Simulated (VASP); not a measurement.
MgI2:

```xyz
3
Lattice="0.0000 3.7557 3.7557 3.7557 0.0000 3.7557 3.7557 3.7557 0.0000" Properties=species:S:1:pos:R:3 pbc="T T T"
Mg    0.0000    0.0000    0.0000
I     1.8779    1.8779    1.8779
I     5.6336    5.6336    5.6336
```

Base run:

- Program: VASP 6.6.1
- Functional: PBE
- Potentials or basis: VASP PAW PBE potentials, release 64 (Mg, I)
- Cutoff: 520 eV
- k mesh: 4 × 4 × 4
- Occupations: gaussian, width 0.01 eV
- Spin: no spin polarisation

Its results: band gap on the k mesh 0.58 eV, indirect (least direct gap 1.06 eV); pressure 0.2 GPa.

Task: The run is repeated on the same cell with these changes: functional from PBE to LDA; potentials or basis from VASP PAW PBE potentials, release 64 (Mg, I) to VASP PAW LDA potentials, release 64 (Mg, I). What comes out?

Result: Band gap on the k mesh 0.41 eV, indirect (least direct gap 0.91 eV); pressure -2.2 GPa.

Caveats: spin-orbit coupling is left out, which moves the levels of the heavy elements.

A k mesh can miss the band edges.
